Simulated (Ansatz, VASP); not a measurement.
## Two plane-wave programs on Ir

```
CELL_PARAMETERS angstrom
0.00000 3.16167 3.16167
3.16167 0.00000 3.16167
3.16167 3.16167 0.00000
ATOMIC_POSITIONS crystal
Ir 0.50000 0.50000 0.50000
Ir 0.75000 0.75000 0.75000
```

Alike in both runs: task relaxation of cell and atoms; functional PBEsol; k mesh 6 × 6 × 6; occupations gaussian, width 0.1 eV; no spin polarisation.

|  | VASP | Ansatz |
| --- | --- | --- |
| version | VASP 6.6.1 | Ansatz 0.2.0 |
| potentials or method | VASP PAW PBE potentials, release 64 (Ir), cutoff 500 eV | scalar-relativistic, plane waves, PAW |
| valence electrons in the cell | 18 | 34 |

VASP gave:

```
gap on the k mesh at the Fermi level, each at its own relaxed structure (eV) : none
relaxed volume (Å³/atom)                                                     : 20.88
relaxed cell length with the largest relative difference (Å)                 : 3.894
```

**Question.** What did Ansatz give for the same quantities?

**Answer.** gap on the k mesh at the Fermi level, each at its own relaxed structure (eV): none; relaxed volume (Å³/atom): 20.90; relaxed cell length with the largest relative difference (Å): 3.896.

VASP's potentials were made for PBE, not for PBEsol. A gap of «none» marks a metal or a gap that the smearing closes. VASP's potentials hold 18 valence electrons a cell and Ansatz's 34, so a difference there can come from the potentials and not from the codes.

Spin-orbit coupling is off throughout. Noted on VASP's run: the volume moved by over 15 % at a fixed basis, so the end points are rough.
